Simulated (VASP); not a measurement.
# Pt (P6_3/mmc) in VASP: relaxation of cell and atoms with PBE

Aim: the relaxation of cell and atoms of Pt with PBE.

All numbers are computed with VASP 6.6.1; they aren't measurements. Logs are shortened: lines on timing, memory, paths and dates and some standing lists are left out, and cuts for length are marked.

### Step 1. The cell of the first run

Symmetry: P6_3/mmc, No. 194, hexagonal system. Conventional cell: a = 2.371 Å, b = 2.371 Å, c = 3.977 Å, α = 90.00°, β = 90.00°, γ = 120.00°. Pt (site symmetry -6m2) has 12 Pt at 2.37 to 2.41 Å within 3.1 Å.

This isn't the form of Pt at room conditions, which is fcc.

### Step 2. Relaxation of cell and atoms, PBE, target pressure 420 GPa, at which the enthalpy is minimised

Contents of INCAR:

```
PREC     = Accurate       # precision mode
ENCUT    = 600            # plane-wave cutoff, eV
EDIFF    = 1E-6           # SCF threshold, eV
ISMEAR   = -1             # smearing method
SIGMA    = 0.08           # smearing width, eV
LREAL    = F              # projectors in reciprocal space
LASPH    = T              # aspherical terms in the spheres
NELM     = 100            # most SCF steps
ALGO     = Normal         # electronic algorithm
ISIF     = 3              # what is computed and relaxed
LWAVE    = F              # write WAVECAR
LCHARG   = F              # write CHGCAR
GGA      = PE             # functional
IBRION   = 2              # ionic algorithm
NSW      = 32             # ionic steps
EDIFFG   = -0.005         # ionic threshold
PSTRESS  = 4200.0
```

Contents of KPOINTS:

```
Automatic mesh
0
Gamma
  18 18 10
```

Contents of POSCAR:

```
Pt
1.0
    2.3705706047      0.0000000000      0.0000000000
   -1.1852853024      2.0529743651      0.0000000000
    0.0000000000      0.0000000000      3.9768408984
Pt
2
Direct
    0.3333333333      0.6666666667      0.2500000000
    0.6666666667      0.3333333333      0.7500000000
```

Potentials or basis: VASP PAW PBE potentials, release 64 (Pt).

Command:

```sh
$ cat potpaw_PBE.64/Pt/POTCAR > POTCAR
$ mpirun -np 1 vasp_std > vasp.out
```

OUTCAR:

```text
PREC = Accurate
   ENCUT = 600
   EDIFF = 1E-6
   ISMEAR = -1
   LREAL = F
   LASPH = T
   NELM = 100
   ISIF = 3
   GGA = PE
   IBRION = 2
   NSW = 32
   EDIFFG = -0.005
   PSTRESS = 4200.0

 ion  position               nearest neighbor table
   1  0.333  0.667  0.250-   2 2.41   2 2.41   2 2.41   2 2.41   2 2.41   2 2.41   2 3.38   2 3.38
                             2 3.38   2 3.38   2 3.38   2 3.38
   2  0.667  0.333  0.750-   1 2.41   1 2.41   1 2.41   1 2.41   1 2.41   1 2.41   1 3.38   1 3.38
                             1 3.38   1 3.38   1 3.38   1 3.38

  LATTYP: Found a hexagonal cell.
 ALAT       =     2.3705706047
 C/A-ratio  =     1.6775880417

  Lattice vectors:

 A1 = (   2.3705706047,   0.0000000000,   0.0000000000)
 A2 = (  -1.1852853024,   2.0529743651,   0.0000000000)
 A3 = (   0.0000000000,   0.0000000000,   3.9768408984)

Analysis of symmetry for initial positions (statically):
=====================================================================
 Subroutine PRICEL returns:
 Original cell was already a primitive cell.

 Routine SETGRP: Setting up the symmetry group for a
 hexagonal supercell.

 Subroutine GETGRP returns: Found 24 space group operations
 (whereof 12 operations were pure point group operations)
 out of a pool of 24 trial point group operations.

The static configuration has the point symmetry D_3d.
 The point group associated with its full space group is D_6h.

Analysis of symmetry for dynamics (positions and initial velocities):
=====================================================================
 Subroutine PRICEL returns:
 Original cell was already a primitive cell.

 Routine SETGRP: Setting up the symmetry group for a
 hexagonal supercell.

 Subroutine GETGRP returns: Found 24 space group operations
 (whereof 12 operations were pure point group operations)
 out of a pool of 24 trial point group operations.

The dynamic configuration has the point symmetry D_3d.
 The point group associated with its full space group is D_6h.

 Subroutine INISYM returns: Found 24 space group operations
 (whereof 12 operations are pure point group operations),
 and found     1 'primitive' translations

----------------------------------------------------------------------------------------

                                     Primitive cell

  volume of cell :      19.3542

[... 104 lines left out ...]
   EFERMI_NEDOS =   21; number of points for ismear=-14 and -15
   IALGO  =     38    algorithm
   IMIX   =      4    mixing-type and parameters
     AMIX     =   0.40;   BMIX     =  1.00
     AMIX_MAG =   1.60;   BMIX_MAG =  1.00
  volume/ion in A,a.u.               =       9.68        65.30
  Fermi-wavevector in a.u.,A,eV,Ry     =   1.655109  3.127703 37.271609  2.739386
  Thomas-Fermi vector in A             =   2.743261
   LORBIT       =      0    0 simple, 1 ext, 2 COOP (PROOUT), +10 PAW based schemes
   GGA     = PE    functional components
   LHFCALC =     F    Hartree Fock is set to
   AEXX    =    0.0000 exact exchange contribution
   IVDW    =     0    specifies the selected vdW correction
   LEPSILON=     F    determine dielectric tensor
   LRPA    =     F    only Hartree local field effects (RPA)
 conjugate gradient relaxation of ions
 non-spin polarized calculation
  energy-cutoff  :      600.00
  volume of cell :       19.35
 maximum number of plane-waves:       658
 NGX is ok and might be reduce to    20
   NGX =  9   NGY =  9   NGZ = 15

--------------------------------------- Ionic step        1  -------------------------------------------

 number of electron      20.0000001 magnetization

 Free energy of the ion-electron system (eV)
  ---------------------------------------------------
  ext. energy  EPLUGINS =         0.00000000
  ---------------------------------------------------
  free energy    TOTEN  =        -2.30560967 eV

  energy without entropy =       -2.26601394  energy(sigma->0) =       -2.28581181

------------------------ aborting loop because EDIFF is reached ----------------------------------------

  FORCE on cell =-STRESS in cart. coord.  units (eV):
  Direction    XX          YY          ZZ          XY          YZ          ZX
  --------------------------------------------------------------------------------------
  -------------------------------------------------------------------------------------
  Total       51.2031876     51.2031876     51.2279621     -0.0000000     -0.0000000     -0.0000000
  in kB     4238.7025641   4238.7025639   4240.7534536     -0.0000001     -0.0000000     -0.0000000
  external PRESSURE =      39.3861939 kB  Pullay stress =    4200.0000000 kB
[... 177 lines left out ...]
--------------------------------------- Ionic step        6  -------------------------------------------

 number of electron      20.0000001 magnetization

 Free energy of the ion-electron system (eV)
  ---------------------------------------------------
  ext. energy  EPLUGINS =         0.00000000
  ---------------------------------------------------
  free energy    TOTEN  =        -2.40972849 eV

  energy without entropy =       -2.37004101  energy(sigma->0) =       -2.38988475

 E-fermi :  22.0779     XC(G=0): -16.2596

 val. band max:       22.0718852581   @ k =   0.3333   0.1111   0.2000
 cond. band min:      22.0855058010   @ k =   0.5000   0.0000   0.1000
 fundamental gap:      0.0136205429
 Fermi energy:        22.0778674038

 k-point     1 :       0.0000    0.0000    0.0000
  band No.  band energies     occupation
      1       6.0098      2.00000
      2       8.6455      2.00000
      3      14.0291      2.00000
      4      14.6370      2.00000
      5      14.6370      2.00000
      6      15.6111      2.00000
      7      15.6111      2.00000
      8      17.5445      2.00000
      9      17.5445      2.00000
     10      19.5932      2.00000
     11      21.4142      1.99950
     12      21.4142      1.99950
     13      31.5060      0.00000
     14      34.5123      0.00000
[... 377 lines left out ...]
      1       9.5428      2.00000
      2      10.1083      2.00000
      3      10.4263      2.00000
      4      14.3247      2.00000
      5      15.1453      2.00000
      6      15.3626      2.00000
      7      16.0856      2.00000
      8      21.1901      1.99997
      9      21.9940      1.48109
     10      22.1480      0.58757
     11      25.5376      0.00000
     12      30.0904      0.00000
     13      32.1958      0.00000
     14      33.7840      0.00000

 [... further k-points ...]

------------------------ aborting loop because EDIFF is reached ----------------------------------------

  FORCE on cell =-STRESS in cart. coord.  units (eV):
  Direction    XX          YY          ZZ          XY          YZ          ZX
  --------------------------------------------------------------------------------------
  -------------------------------------------------------------------------------------
  Total       50.8438377     50.8438377     50.8420601     -0.0000000     -0.0000000      0.0000000
  in kB     4200.3746942   4200.3746940   4200.2278388     -0.0000002     -0.0000000      0.0000000
  external PRESSURE =       0.3257423 kB  Pullay stress =    4200.0000000 kB
[... 21 lines left out ...]
  energy  without entropy=       -2.3700410054  energy(sigma->0) =       -2.38988475

  enthalpy is  TOTEN    =        48.4295736634 eV   P V=       50.8393021552

 reached required accuracy - stopping structural energy minimisation
```

OSZICAR:

```text
N       E                     dE             d eps       ncg     rms          rms(c)
DAV:   1     0.141561598089E+03    0.14156E+03   -0.12492E+04  6216   0.165E+03
DAV:   2    -0.769842916227E+00   -0.14233E+03   -0.13756E+03  6666   0.343E+02
DAV:   3    -0.311573549879E+01   -0.23459E+01   -0.23228E+01  7818   0.460E+01
DAV:   4    -0.312488479461E+01   -0.91493E-02   -0.91487E-02  7416   0.294E+00
[... 36 lines left out ...]
       N       E                     dE             d eps       ncg     rms          rms(c)
DAV:   1    -0.240973658076E+01    0.36919E-04   -0.61987E-04  6618   0.208E-01    0.189E-02
DAV:   2    -0.240973049586E+01    0.60849E-05   -0.56488E-06  7614   0.251E-02    0.822E-03
DAV:   3    -0.240972852709E+01    0.19688E-05   -0.28690E-06  5826   0.157E-02    0.408E-03
DAV:   4    -0.240972849184E+01    0.35255E-07   -0.16114E-07  3318   0.375E-03
   6 F= 0.48429574E+02 E0= 0.48449417E+02  d E =-.160482E-05
```

Wall time 83 s (1 thread of AMD EPYC 9R45 (Zen 5), shared host); peak memory 0.16 GiB.

Results:

```
Free energy                                                : -2.4097 eV
Relaxed volume                                             : 9.70 Å³/atom
Relaxed cell                                               : a = 2.372 Å, b = 2.372 Å, c = 3.980 Å, α = 90.00°, β = 90.00°, γ = 120.00°
Space group after relaxing (to 0.1 Å)                      : P6_3/mmc (No. 194)
Energy change on relaxing (the run minimises the enthalpy) : -52.1 meV/atom
Ionic steps                                                : 6
Pressure after relaxing                                    : 420.0 GPa
Band gap on the k mesh                                     : zero (bands 10 and 11 overlap by 2.90 eV)
```

The path:
```tsv
step	energy change (eV)	largest force (eV/Å)	pressure (GPa)	volume (Å³)
1	0.0000	0.0000	423.94	19.35
2	-1.6489	0.0000	361.65	20.03
3	-0.1062	0.0000	419.96	19.39
4	-0.1041	0.0000	420.01	19.39
5	-0.1042	0.0000	420.04	19.39
6	-0.1041	0.0000	420.03	19.39
```

Final structure:
```
CELL_PARAMETERS angstrom
2.37203 0.00000 0.00000
-1.18601 2.05424 0.00000
0.00000 0.00000 3.98007
ATOMIC_POSITIONS crystal
Pt 0.33333 0.66667 0.25000
Pt 0.66667 0.33333 0.75000
```

Caveat: the cell is relaxed towards a set pressure, so the run minimises the enthalpy, not the energy; spin-orbit coupling is left out, which moves the levels of the heavy elements.
